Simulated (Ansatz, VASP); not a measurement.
**Ag: VASP beside Ansatz**

File INCAR:

```
ALGO = Normal
EDIFF = 1E-8
ENCUT = 520
GGA = PE
GGA_COMPAT = F
ISIF = 2
ISMEAR = -1
LASPH = T
LCHARG = F
LEFG = T
LMAXMIX = 4
LORBIT = 11
LORBMOM = T
LREAL = F
LSORBIT = T
LWAVE = F
MAGMOM = 0 0 0
NBANDS = 22
NELM = 150
PREC = Accurate
SIGMA = 0.05
```

File KPOINTS:

```
k-points
0
Gamma
  15 15 15
```

File POSCAR:

```
Ag
1.0
    0.0000000000      2.0431000000      2.0431000000
    2.0431000000      0.0000000000      2.0431000000
    2.0431000000      2.0431000000      0.0000000000
Ag
1
Direct
    0.0000000000      0.0000000000      0.0000000000
```

Input for Ansatz:

```yaml
crystal:
  lattice:
    - [0.0, 2.0431, 2.0431]
    - [2.0431, 0.0, 2.0431]
    - [2.0431, 2.0431, 0.0]
  atoms:
    - { symbol: Ag, position: [0.0, 0.0, 0.0] }
kpoints:
  mp_grid: { grid: [15, 15, 15] }
  band_path:
    path:
      - [0.0, 0.0, 0.0]
      - [0.5, 0.0, 0.5]
      - [0.625, 0.25, 0.625]
      - [0.375, 0.375, 0.75]
      - [0.0, 0.0, 0.0]
      - [0.5, 0.5, 0.5]
      - [0.5, 0.25, 0.75]
      - [0.5, 0.0, 0.5]
    npoints: 5
scf:
  occupations: { method: fermi_dirac, width: 0.05 }
hamiltonian:
  xc: pbe
  pseudopotentials: { kind: paw_fr }
output:
  forces: true
  stress: true
  eigenvalues: true
  efg: { contact_densities: true }
magnetization:
  noncollinear: true
  spin_orbit: true
```

Alike in both runs: task electric field gradients; functional PBE; k mesh 15 × 15 × 15; occupations fermi-dirac, width 0.05 eV; non-collinear spin, spin-orbit coupling.

```csv
,VASP,Ansatz
version,VASP 6.6.1,Ansatz 0.2.0
potentials or method,"VASP PAW PBE potentials, release 64 (Ag)","PAW with Ansatz's default frozen-core files, fully relativistic files with spin-orbit coupling"
plane-wave cutoff (eV),520,420
valence electrons in the cell,11,19
```

VASP gave:

```
pressure (GPa)           : 4.3
net moment per atom (μB) : 0.00
```

Task: Estimate Ansatz's values.

Result: Pressure (GPa): 4.4; net moment per atom (μB): 0.00.

With one functional, cell and mesh, what is left measures potentials, basis and numerics. VASP's potentials hold 11 valence electrons a cell and Ansatz's 19, so a difference there can come from the potentials and not from the codes.
